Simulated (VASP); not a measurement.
A run of VASP 6.6.1:

Contents of POSCAR:

```
HfN
1.0
    0.0000000000      2.2177553235      2.2177553235
    2.2177553235      0.0000000000      2.2177553235
    2.2177553235      2.2177553235      0.0000000000
Hf N
1 1
Direct
    0.0000000000      0.0000000000      0.0000000000
    0.5000000000      0.5000000000      0.5000000000
```

File INCAR.step1:

```
SYSTEM = HfN
PREC = Accurate
ENCUT = 520
ISMEAR = -1
SIGMA = 0.1
LREAL = .False.
LASPH = .True.
NELM = 100
NBANDS = 14
GGA = PE
ALGO = Normal
EDIFF = 1E-4
LWAVE = .True.
LCHARG = .False.
```

Contents of INCAR.step2:

```
SYSTEM = HfN
PREC = Accurate
ENCUT = 520
EDIFF = 1E-7
ISMEAR = -1
SIGMA = 0.1
LREAL = .False.
LASPH = .True.
NELM = 100
ALGO = Normal
ISIF = 2
LWAVE = .False.
LCHARG = .True.
METAGGA = R2SCAN
LMIXTAU = .True.
LELF = .True.
LVHAR = .True.
NBANDS = 14
ISTART = 1
```

File KPOINTS:

```
Automatic mesh
0
Gamma
  11 11 11
  0 0 0
```

Potentials or basis: VASP PAW PBE potentials, release 64 (Hf_pv, N).

Command:

```sh
$ cat potpaw_PBE.64/Hf_pv/POTCAR potpaw_PBE.64/N/POTCAR > POTCAR
$ cp INCAR.step1 INCAR
$ mpirun -np 1 vasp_std > vasp.out
$ cp INCAR.step2 INCAR
$ mpirun -np 1 vasp_std > vasp.out
```

Hardware: 1 thread of AMD EPYC 7R43 64-Core Processor (Zen 3) (shared host).

Problem. How long does it take, and how much memory?

Solution. It took 120 s on 1 thread of AMD EPYC 7R43 64-Core Processor (Zen 3), with other jobs on the host, peak memory 0.12 GiB. Counts: k points 56.
